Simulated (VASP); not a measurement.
# ZnSe (F-43m) in VASP: G0W0 quasiparticle levels with PBE

Aim: the G0W0 quasiparticle levels of ZnSe with PBE.

All numbers are computed with VASP 6.6.1; they aren't measurements. Logs are shortened: lines on timing, memory, paths and dates and some standing lists are left out, and cuts for length are marked.

### Step 1. The cell of the first run

Symmetry: F-43m, No. 216, cubic system. Conventional cell: a = 5.665 Å, b = 5.665 Å, c = 5.665 Å, α = 90.00°, β = 90.00°, γ = 90.00°. Within 3.2 Å of Zn (site symmetry -43m) lie 4 Se at 2.45 Å. Se (site symmetry -43m) has 4 Zn at 2.45 Å within 3.2 Å.

### Step 2. G0W0 quasiparticle levels, PBE

The input, POSCAR:

```
ZnSe
1.0
    0.0000000000      2.8324206815      2.8324206815
    2.8324206815      0.0000000000      2.8324206815
    2.8324206815      2.8324206815      0.0000000000
Zn Se
1 1
Direct
    0.0000000000      0.0000000000      0.0000000000
    0.2500000000      0.2500000000      0.2500000000
```

The input, INCAR.step1:

```
PREC = Accurate ; ENCUT = 500
EDIFF = 1E-8 ; ISMEAR = 0
SIGMA = 0.01 ; LREAL = False
LASPH = True ; NELM = 100
ALGO = Normal ; LWAVE = True
LCHARG = False ; GGA = PE
```

The input, INCAR.step2:

```
PREC = Accurate ; ENCUT = 500
EDIFF = 1E-8 ; ISMEAR = 0
SIGMA = 0.01 ; LREAL = False
LASPH = True ; NELM = 1
ALGO = Exact ; LWAVE = True
LCHARG = False ; GGA = PE
NBANDS = 82 ; LOPTICS = True
ISTART = 1
```

The input, INCAR.step3:

```
PREC = Accurate ; ENCUT = 500
EDIFF = 1E-8 ; ISMEAR = 0
SIGMA = 0.01 ; LREAL = False
LASPH = True ; ALGO = EVGW0
LWAVE = False ; LCHARG = False
GGA = PE ; NELMGW = 1
NBANDS = 82 ; ENCUTGW = 80.0
NOMEGA = 96 ; PRECFOCK = Fast
ISTART = 1 ; NBANDSGW = 17
OMEGAMAX = 20
```

The input, KPOINTS:

```
Automatic mesh
0
Gamma
  6 6 6
```

Potentials or basis: VASP PAW PBE potentials, release 64 (Zn_GW, Se_GW).

On the command line:

```sh
$ cat potpaw_PBE.64/Zn_GW/POTCAR potpaw_PBE.64/Se_GW/POTCAR > POTCAR
$ cp INCAR.step1 INCAR
$ mpirun -np 1 vasp_std > vasp.out
$ cp INCAR.step2 INCAR
$ mpirun -np 1 vasp_std > vasp.out
$ cp INCAR.step3 INCAR
$ mpirun -np 1 vasp_std > vasp.out
```

OUTCAR:

```text
PREC = Accurate
   ENCUT = 500
   EDIFF = 1E-8
   ISMEAR = 0
   LREAL = False
   LASPH = True
   GGA = PE
   NELMGW = 1
   ENCUTGW = 80.0
   PRECFOCK = Fast
   ISTART = 1

 ion  position               nearest neighbor table
   1  0.000  0.000  0.000-   2 2.45   2 2.45   2 2.45   2 2.45
   2  0.250  0.250  0.250-   1 2.45   1 2.45   1 2.45   1 2.45

  LATTYP: Found a face centered cubic cell.
 ALAT       =     5.6648413630

  Lattice vectors:

 A1 = (   0.0000000000,   2.8324206815,   2.8324206815)
 A2 = (   2.8324206815,   0.0000000000,   2.8324206815)
 A3 = (   2.8324206815,   2.8324206815,   0.0000000000)

Analysis of symmetry for initial positions (statically):
=====================================================================
 Subroutine PRICEL returns:
 Original cell was already a primitive cell.

 Routine SETGRP: Setting up the symmetry group for a
 face centered cubic supercell.

 Subroutine GETGRP returns: Found 24 space group operations
 (whereof 24 operations were pure point group operations)
 out of a pool of 48 trial point group operations.

The static configuration has the point symmetry T_d .

Analysis of symmetry for dynamics (positions and initial velocities):
=====================================================================
 Subroutine PRICEL returns:
 Original cell was already a primitive cell.

 Routine SETGRP: Setting up the symmetry group for a
 face centered cubic supercell.

 Subroutine GETGRP returns: Found 24 space group operations
 (whereof 24 operations were pure point group operations)
 out of a pool of 48 trial point group operations.

The dynamic configuration has the point symmetry T_d .

 Subroutine INISYM returns: Found 24 space group operations
 (whereof 24 operations are pure point group operations),
 and found     1 'primitive' translations

----------------------------------------------------------------------------------------

                                     Primitive cell

  volume of cell :      45.4468

  direct lattice vectors                    reciprocal lattice vectors
     0.000000000  2.832420681  2.832420681    -0.176527450  0.176527450  0.176527450
     2.832420681  0.000000000  2.832420681     0.176527450 -0.176527450  0.176527450
     2.832420681  2.832420681  0.000000000     0.176527450  0.176527450 -0.176527450

  length of vectors
     4.005647742  4.005647742  4.005647742     0.305754512  0.305754512  0.305754512

  position of ions in fractional coordinates (direct lattice)
     0.000000000  0.000000000  0.000000000
     0.250000000  0.250000000  0.250000000

  ion indices of the primitive-cell ions
   primitive index   ion index
                 1           1
                 2           2

----------------------------------------------------------------------------------------

 KPOINTS: Automatic mesh

Automatic generation of k-mesh.
 Grid dimensions read from file:
 generate k-points for:    6    6    6

 Generating k-lattice:

  Cartesian coordinates                     Fractional coordinates (reciprocal lattice)
    -0.029421242  0.029421242  0.029421242     0.166666667  0.000000000  0.000000000
     0.029421242 -0.029421242  0.029421242     0.000000000  0.166666667  0.000000000
     0.029421242  0.029421242 -0.029421242     0.000000000  0.000000000  0.166666667

  Length of vectors
     0.050959085  0.050959085  0.050959085

  Shift w.r.t. Gamma in fractional coordinates (k-lattice)
     0.000000000  0.000000000  0.000000000

 Subroutine IBZKPT returns following result:
 ===========================================

 Found     16 irreducible k-points:

 Following reciprocal coordinates:
            Coordinates               Weight
  0.000000  0.000000  0.000000      1.000000
  0.166667  0.000000  0.000000      8.000000
  0.333333  0.000000  0.000000      8.000000
  0.500000  0.000000  0.000000      4.000000
  0.166667  0.166667  0.000000      6.000000
  0.333333  0.166667  0.000000     24.000000
[... 8 lines left out ...]
 -0.333333  0.333333  0.166667     24.000000
 -0.333333  0.500000  0.166667     12.000000
   k-points           NKPTS =     16   k-points in BZ     NKDIM =    216   number of bands    NBANDS=     82
   number of dos      NEDOS =    301   number of ions     NIONS =      2
   total plane-waves  NPLWV =  27000
   dimension x,y,z NGX =    30 NGY =   30 NGZ =   30
   dimension x,y,z NGXF=    60 NGYF=   60 NGZF=   60
   ions per type =               1   1
   NGX,Y,Z   is equivalent  to a cutoff of  12.45, 12.45, 12.45 a.u.
   NGXF,Y,Z  is equivalent  to a cutoff of  24.90, 24.90, 24.90 a.u.
 SYSTEM =  unknown system
   PREC   = accura    normal or accurate (medium, high low for compatibility)
   ISTART =      1    job   : 0-new  1-cont  2-samecut
   ICHARG =      0    charge: 1-file 2-atom 10-const
   ISPIN  =      1    spin polarized calculation?
   LNONCOLLINEAR =      F non collinear calculations
   LSORBIT =      F    spin-orbit coupling
   LASPH  =      T    aspherical Exc in radial PAW
   ENCUT  =  500.0 eV  36.75 Ry    6.06 a.u.   7.30  7.30  7.30*2*pi/ulx,y,z
   NELM   =     60;   NELMIN=  2; NELMDL=  0     # of ELM steps
   EDIFF  = 0.1E-07   stopping-criterion for ELM
   LREAL  =      F    real-space projection
   EDIFFG = 0.1E-06   stopping-criterion for IOM
   NSW    =      0    number of steps for IOM
   IBRION =     -1    ionic relax: 0-MD 1-quasi-New 2-CG
   NFREE  =      0    steps in history (QN), initial steepest desc. (CG)
   ISIF   =      0    stress and relaxation
   ISYM   =      3    0-nonsym 1-usesym 2-fastsym
   POTIM  = 0.5000    time-step for ionic-motion
   TEBEG  =    0.0;   TEEND  =   0.0 temperature during run
   PSTRESS=    0.0 pullay stress
   NELECT =      18.0000    total number of electrons
   NUPDOWN=      -1.0000    fix difference up-down
   EMIN   =  10.00;   EMAX   =-10.00  energy-range for DOS
   EFERMI =   0.00;   METHOD = LEGACY
   ISMEAR =     0;   SIGMA  =   0.01  broadening in eV -4-tet -1-fermi 0-gaus
   EFERMI_NEDOS =   21; number of points for ismear=-14 and -15
   IALGO  =     38    algorithm
   IMIX   =      4    mixing-type and parameters
     AMIX     =   0.40;   BMIX     =  1.00
     AMIX_MAG =   1.60;   BMIX_MAG =  1.00
  volume/ion in A,a.u.               =      22.72       153.35
  Fermi-wavevector in a.u.,A,eV,Ry     =   1.202259  2.271939 19.666213  1.445426
  Thomas-Fermi vector in A             =   2.338045
   LORBIT       =      0    0 simple, 1 ext, 2 COOP (PROOUT), +10 PAW based schemes
   GGA     = PE    functional components
   LHFCALC =     T    Hartree Fock is set to
   PRECFOCK=fast      Normal, Fast or Accurate (Low or Medium for compatibility)
   ENCUT4O =  -1.0   cutoff for four orbital integrals eV
   NKREDX  =     1    reduce k-point grid by
   NKREDY  =     1    reduce k-point grid by
   NKREDZ  =     1    reduce k-point grid by
   AEXX    =    1.0000 exact exchange contribution
   HFSCREEN=    0.0000 screening length (either q_TF or 0.3 A-1)
   HFSCREENC=   0.0000 screening length for correlation (either q_TF or 0.3 A-1)
   ENCUTFOCK=  -1.0 apply spherical cutoff to Coloumb kernel
   IVDW    =     0    specifies the selected vdW correction
   LEPSILON=     F    determine dielectric tensor
   LRPA    =     F    only Hartree local field effects (RPA)
   LRPAFORCE           =     F    calculate RPA forces
   ENCUTGW             =  80.0    cutoff for response function in eV
   ENCUTGWSOFT         =  64.0    soft cutoff for Coulomb kernel in GW response function in eV
   ENCUTLF             =  -1.0    cutoff for local field effects
   NELMGW              =     1    number of iterations in solving QP/BSE equation
   NELMHF              =     1    number of iterations in the inner HF iteration
   NKREDLFX            =     1    NKREDLFY  =   1   NKREDLFZ  =   1
 non-spin polarized calculation
 Gauss-broadening in eV      SIGMA  =   0.01
  energy-cutoff  :      500.00
  volume of cell :       45.45
 maximum number of plane-waves:      1167
 NGX is ok and might be reduce to    30
  NGX = 18; NGY = 18; NGZ = 18
   NGX = 15   NGY = 15   NGZ = 15
 maximum number of plane-waves:        80
 NGX is ok and might be reduce to    14

 QP shifts <psi_nk| G(iteration)W_0 |psi_nk>: iteration 1
 for sc-GW calculations column KS-energies equals QP-energies in previous step
 and V_xc(KS)=  KS-energies - (<T + V_ion + V_H > + <T+V_H+V_ion>^1  + <V_x>^1)

 k-point   1 :       0.0000    0.0000    0.0000
  band No.  KS-energies  QP-energies   sigma(KS)   V_xc(KS)     V^pw_x(r,r')   Z            occupation Imag(sigma)

      1     -10.6056     -10.8964     -12.7612     -12.3165     -19.8532       0.6539       2.0000       1.0629
      2      -3.8882      -5.9055     -22.6585     -19.6751     -30.8317       0.6762       2.0000       0.1517
      3      -3.8882      -5.9055     -22.6585     -19.6751     -30.8317       0.6762       2.0000       0.1517
      4      -3.8882      -5.9055     -22.6585     -19.6751     -30.8317       0.6762       2.0000       0.1517
      5      -3.5171      -5.6865     -23.6744     -20.4975     -32.0537       0.6829       2.0000       0.1310
      6      -3.5171      -5.6865     -23.6744     -20.4975     -32.0537       0.6829       2.0000       0.1310
[... 9 lines left out ...]
     16      14.1214      14.4454      -9.9049     -10.3345      -5.0229       0.7540       0.0000      -0.2519
     17      15.7144      15.6548      -7.7099      -7.6316      -2.2873       0.7618       0.0000      -0.4784

 k-point   2 :       0.1667    0.0000    0.0000
  band No.  KS-energies  QP-energies   sigma(KS)   V_xc(KS)     V^pw_x(r,r')   Z            occupation Imag(sigma)

      1     -10.4306     -10.7208     -12.8692     -12.4270     -19.8988       0.6561       2.0000       1.0438
      2      -3.8722      -5.8577     -22.3349     -19.4025     -30.3833       0.6771       2.0000       0.1557
      3      -3.8618      -5.8869     -22.7193     -19.7279     -30.9038       0.6770       2.0000       0.1514
      4      -3.8618      -5.8869     -22.7193     -19.7279     -30.9038       0.6770       2.0000       0.1514
      5      -3.5190      -5.6855     -23.6656     -20.4901     -32.0454       0.6823       2.0000       0.1314
      6      -3.5190      -5.6855     -23.6656     -20.4901     -32.0454       0.6823       2.0000       0.1314
[... 9 lines left out ...]
     16      13.6791      13.8039      -7.7433      -7.9092      -2.4610       0.7523       0.0000      -0.2930
     17      15.2319      15.3033      -7.8629      -7.9574      -2.5144       0.7556       0.0000      -0.3895

 k-point   3 :       0.3333    0.0000    0.0000
  band No.  KS-energies  QP-energies   sigma(KS)   V_xc(KS)     V^pw_x(r,r')   Z            occupation Imag(sigma)
[... 253 lines left out ...]
      1      -9.6117      -9.8910     -13.5237     -13.1100     -20.3191       0.6751       2.0000       0.9432
      2      -3.7756      -5.8041     -22.5970     -19.6191     -30.6977       0.6812       2.0000       0.1522
      3      -3.7202      -5.7900     -23.0222     -19.9809     -31.2642       0.6806       2.0000       0.1488
      4      -3.5532      -5.7008     -23.5292     -20.3776     -31.8964       0.6814       2.0000       0.1384
      5      -3.5236      -5.6645     -23.5148     -20.3717     -31.8502       0.6811       2.0000       0.1351
      6      -3.2736      -5.3813     -23.4618     -20.3890     -31.7052       0.6860       2.0000       0.1451
[... 9 lines left out ...]
     16      16.6637      17.1409     -10.0215     -10.6552      -4.3822       0.7530       0.0000      -0.5593
     17      17.6165      17.7749      -8.3240      -8.5333      -2.6751       0.7567       0.0000      -0.5715

 k-point  16 :      -0.3333    0.5000    0.1667
  band No.  KS-energies  QP-energies   sigma(KS)   V_xc(KS)     V^pw_x(r,r')   Z            occupation Imag(sigma)

      1      -9.5405      -9.8199     -13.5866     -13.1762     -20.3660       0.6808       2.0000       0.9379
      2      -3.7909      -5.7682     -22.0912     -19.1904     -30.0119       0.6816       2.0000       0.1574
      3      -3.6711      -5.7774     -23.3259     -20.2326     -31.6667       0.6809       2.0000       0.1465
      4      -3.5983      -5.6989     -23.2546     -20.1704     -31.5301       0.6811       2.0000       0.1442
      5      -3.5029      -5.6645     -23.6527     -20.4854     -32.0324       0.6825       2.0000       0.1334
      6      -3.2457      -5.3698     -23.5701     -20.4757     -31.8573       0.6864       2.0000       0.1447
[... 9 lines left out ...]
     16      16.8255      17.0173      -9.1615      -9.4159      -3.6025       0.7540       0.0000      -0.5490
     17      17.1889      17.6703      -9.5605     -10.1998      -3.8808       0.7529       0.0000      -0.5546
```

Wall time 9.7 min (1 thread of AMD EPYC 9R45 (Zen 5), shared host); peak memory 0.59 GiB.

Results:

```yaml
Quasiparticle_gap: 2.46 eV
Least_direct_quasiparticle_gap: 2.46 eV
Band_gap_of_the_starting_levels_on_the_mesh: 1.28 eV
Least_direct_gap_of_the_starting_levels_on_the_mesh: 1.28 eV
```

Caveat: bands, screening cutoff and mesh are small and nothing is extrapolated, so the quasiparticle values aren't converged.
